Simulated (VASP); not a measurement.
# Be3ZnSe4: elastic constants with PBE

Be3ZnSe4:

```
Be Zn Se
1.0
     3.74709    0.00000    0.00000
    -1.87354    3.24507    0.00000
     0.00000    0.00000   12.40967
Be Zn Se
3 1 4
Direct
  0.66667 0.33333 0.01250
  0.66667 0.33333 0.49284
  0.00000 0.00000 0.25316
  0.00000 0.00000 0.75621
  0.66667 0.33333 0.19391
  0.66667 0.33333 0.67294
  0.00000 0.00000 0.43432
  0.00000 0.00000 0.95412
```

| Property | Result |
| --- | --- |
| Program | VASP 6.6.1 |
| Task | elastic constants |
| Functional | PBE |
| Potentials or basis | VASP PAW PBE potentials, release 64 (Be, Zn, Se) |
| Cutoff | 600 eV |
| k mesh | 6 × 6 × 2 |
| Occupations | gaussian, width 0.01 eV |
| Spin | no spin polarisation |
| Dipole correction | no |
| Ions in elastic constants | relaxed |
| Further INCAR settings | ALGO = Normal; EDIFF = 1e-08; NBANDS = 31; IBRION = 6; POTIM = 0.015; NSW = 1; ISIF = 3 |

The voigt bulk modulus is 70 GPa. The highest phonon frequency at Γ, LO-TO splitting left out is 543 cm⁻¹.

Phonon frequencies in cm⁻¹ (negative: imaginary):
| q point | frequencies |
| --- | --- |
| (0.000, 0.000, 0.000) | 0 0 0 55 55 70 70 90 90 140 152 212 226 226 242 430 430 442 442 452 452 492 537 543 |

Elastic tensor in Voigt notation (GPa, in the Cartesian axes of the cell as first typed):
```
127  43  32  -1   0   0
 43 127  32   1   0   0
 32  32 161   0   0   0
 -1   1   0  36   0   0
  0   0   0   0  36  -1
  0   0   0   0  -1  42
```

Clamped-ion elastic tensor (GPa):
```
148  36  24  -5   0   0
 36 148  24   5   0   0
 24  24 175   0   0   0
 -5   5   0  43   0   0
  0   0   0   0  43  -5
  0   0   0   0  -5  56
```

It took 42 min on 4 MPI ranks on Oxide Virtual Turin-like Processor, on a shared host, peak memory 0.53 GiB a rank.
